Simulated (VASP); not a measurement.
Mo, 1 atom in the cell. The structure is hexagonal, space group P6/mmm (No. 191). Conventional cell: a = 2.770 Å, b = 2.770 Å, c = 2.526 Å, α = 90.00°, β = 90.00°, γ = 120.00°. Mo (site symmetry 6/mmm) has 8 Mo at 2.53 to 2.77 Å within 3.3 Å. This isn't the form of Mo at room conditions, which is bcc.

- Program: VASP 6.6.1
- Task: single point
- Functional: PBE
- Potentials or basis: VASP PAW PBE potentials, release 64 (Mo_sv)
- Cutoff: 520 eV
- k mesh: 18 × 18 × 16
- Occupations: gaussian, width 0.1 eV
- Spin: no spin polarisation
- Dipole correction: no
- Further INCAR settings: ALGO = Normal; EDIFF = 1e-06; NBANDS = 13

Potentials or basis: VASP PAW PBE potentials, release 64 (Mo_sv).

Command:

```bash
$ cat potpaw_PBE.64/Mo_sv/POTCAR > POTCAR
$ mpirun -np 1 vasp_std > vasp.out
```

Hardware: 1 thread of Intel Xeon 8259CL (shared host).

Problem. How long does it take, and how much memory?

Solution. Wall time 58 s on 1 thread of Intel Xeon 8259CL, with other jobs on the host, peak memory 0.19 GiB. Counts: scf iterations 11, k points 333.
